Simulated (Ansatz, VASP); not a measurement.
KBr: VASP beside Ansatz

Contents of INCAR:

```
SYSTEM = KBr
  ALGO = Normal
  EDIFF = 1E-6
  ENCUT = 520
  GGA = PE
  ISIF = 2
  ISMEAR = 0
  LASPH = .TRUE.
  LCHARG = .TRUE.
  LELF = .TRUE.
  LREAL = .FALSE.
  LVHAR = .TRUE.
  LWAVE = .FALSE.
  NBANDS = 15
  NELM = 100
  PREC = Accurate
  SIGMA = 0.01
```

Contents of KPOINTS:

```
k-points
0
G
  6 6 6
  0 0 0
```

The input POSCAR:

```
KBr
1.0
    3.9762553149      0.0000000000      0.0000000000
    0.0000000000      3.9762553149      0.0000000000
    0.0000000000      0.0000000000      3.9762553149
K Br
1 1
Direct
    0.0000000000      0.0000000000      0.0000000000
    0.5000000000      0.5000000000      0.5000000000
```

Input for Ansatz:

```yaml
crystal:
  lattice:
    - [3.9762553149, 0.0, 0.0]
    - [0.0, 3.9762553149, 0.0]
    - [0.0, 0.0, 3.9762553149]
  atoms:
    - { symbol: K, position: [0.0, 0.0, 0.0] }
    - { symbol: Br, position: [0.5, 0.5, 0.5] }
kpoints:
  mp_grid: { grid: [6, 6, 6] }
  band_path:
    path:
      - [0.0, 0.0, 0.0]
      - [0.0, 0.5, 0.0]
      - [0.5, 0.5, 0.0]
      - [0.5, 0.5, 0.5]
      - [0.0, 0.5, 0.5]
    npoints: 1
hamiltonian:
  xc: pbe
scf:
  occupations: { method: fixed }
  n_extra_bands: 4
output:
  forces: true
  stress: true
  eigenvalues: true
```

Alike in both runs: task single point; functional PBE; k mesh 6 × 6 × 6; no spin polarisation.

|  | VASP | Ansatz |
| --- | --- | --- |
| version | VASP 6.6.1 | Ansatz 0.2.0 |
| potentials or method | VASP PAW PBE potentials, release 64 (K_sv, Br) | plane waves, PAW |
| plane-wave cutoff (eV) | 520 | 420 |
| occupations | gaussian, width 0.01 eV | fixed |
| valence electrons in the cell | 16 | 16 |

```csv
,VASP,Ansatz,Ansatz less VASP
gap on the k mesh at the Fermi level (eV),4.02,4.02,+0.001
pressure (GPa),0.9,0.8,-0.05
```
